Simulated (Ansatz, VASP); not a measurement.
# One calculation of KI, two programs

```
CELL_PARAMETERS angstrom
0.00000 3.54429 3.54429
3.54429 0.00000 3.54429
3.54429 3.54429 0.00000
ATOMIC_POSITIONS crystal
K 0.00000 0.00000 0.00000
I 0.50000 0.50000 0.50000
```

Alike in both runs: task single point; functional HSE06; k mesh 4 × 4 × 4; occupations methfessel-paxton of order 1, width 0.2 eV; no spin polarisation.

|  | VASP | Ansatz |
| --- | --- | --- |
| version | VASP 6.6.1 | Ansatz 0.2.0 |
| potentials or method | VASP PAW PBE potentials, release 64 (K_sv, I) | plane waves |
| plane-wave cutoff (eV) | 520 | 420 |
| valence electrons in the cell | 16 | 26 |

```csv
,VASP,Ansatz,Ansatz less VASP
gap on the k mesh at the Fermi level (eV),4.92,4.94,+0.019
pressure (GPa),0.2,0.3,+0.04
```

With one functional, cell and mesh, what is left measures potentials, basis and numerics. VASP's potentials hold 16 valence electrons a cell and Ansatz's 26, so a difference there can come from the potentials and not from the codes. Ansatz's warnings: stress exchange threshold loose, stress scf threshold loose.

Spin-orbit coupling is off throughout.
